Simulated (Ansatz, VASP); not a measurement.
# One calculation of MgO, two programs

```xyz
4
Lattice="2.0796 2.0796 0.0000 -2.0796 2.0796 0.0000 0.0000 0.0000 4.1592" Properties=species:S:1:pos:R:3 pbc="T T T"
Mg    0.0000    0.0000    0.0000
Mg    0.0000    2.0796    2.0796
O     0.0000    2.0796    0.0000
O     0.0000    0.0000    2.0796
```

Alike in both runs: task single point; functional LDA; k mesh 10 × 10 × 7; occupations fermi-dirac, width 0.02 eV; no spin polarisation.

|  | VASP | Ansatz |
| --- | --- | --- |
| version | VASP 6.6.1 | Ansatz 0.2.0 |
| potentials or method | VASP PAW LDA potentials, release 64 (Mg, O), cutoff 520 eV | all-electron LAPW, scalar-relativistic |

Ansatz gave:

| Property | Result |
| --- | --- |
| gap on the k mesh at the Fermi level (eV) | 5.03 |
| pressure (GPa) | 0.3 |

**Question.** Which values does VASP return?

**Answer.** gap on the k mesh at the Fermi level (eV): 5.03; pressure (GPa): -1.7.

LDA's correlation is that of Perdew and Zunger in VASP and of Perdew and Wang (1992) in Ansatz. Ansatz ran all-electron here, and VASP with PAW potentials.
